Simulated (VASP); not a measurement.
Here is a VASP 6.6.1 calculation.

Contents of INCAR:

```
SYSTEM = Ti2SiGe2
PREC     = Accurate       ! precision mode
ENCUT    = 520            ! plane-wave cutoff, eV
EDIFF    = 1E-7           ! SCF threshold, eV
ISMEAR   = 0              ! smearing method
SIGMA    = 0.1            ! smearing width, eV
LREAL    = .FALSE.        ! projectors in reciprocal space
LASPH    = .TRUE.         ! aspherical terms in the spheres
NELM     = 60             ! most SCF steps
ALGO     = Normal         ! electronic algorithm
ISIF     = 2              ! what is computed and relaxed
LWAVE    = .FALSE.        ! write WAVECAR
LCHARG   = .TRUE.         ! write CHGCAR
GGA      = PE             ! functional
LELF     = .TRUE.         ! ELF
LVHAR    = .TRUE.       
NBANDS   = 36             ! bands
```

The input KPOINTS:

```
Automatic mesh
0
G
  6 6 6
  0 0 0
```

The input POSCAR:

```
Ti2SiGe2
1.0
    1.7002365400      0.9816320200      7.8954167900
   -1.7002365400      0.9816320200      7.8954167900
    0.0000000000     -1.9632640400      7.8954167900
Ti Si Ge
2 1 2
Direct
    0.2116000100      0.2116000100      0.2116000100
    0.7883999900      0.7883999900      0.7883999900
    0.0000000000      0.0000000000      0.0000000000
    0.3980599900      0.3980599900      0.3980599900
    0.6019400100      0.6019400100      0.6019400100
```

Potentials or basis: VASP PAW PBE potentials, release 64 (Ti_sv, Si, Ge_d).

Command:

```console
$ cat potpaw_PBE.64/Ti_sv/POTCAR potpaw_PBE.64/Si/POTCAR potpaw_PBE.64/Ge_d/POTCAR > POTCAR
$ mpirun -np 1 vasp_std > vasp.out
```

Q: Predict the largest force.

A: 2.862 eV/Å.

Q: Predict the pressure.

A: 21.0 GPa.

Q: What does it give for the band gap on the k mesh?

A: Zero (band 28 reaches 9.98 eV, above the bottom of band 29 at 8.47 eV).

Forces on the atoms (eV/Å):
```
Ti   0.000  0.000 -2.862
Ti   0.000  0.000  2.862
Si   0.000  0.000  0.000
Ge   0.000  0.000 -1.859
Ge   0.000  0.000  1.859
```

Caveat: forces of over 1 eV/Å act on the atoms, so gaps and moduli don't describe the material at rest.
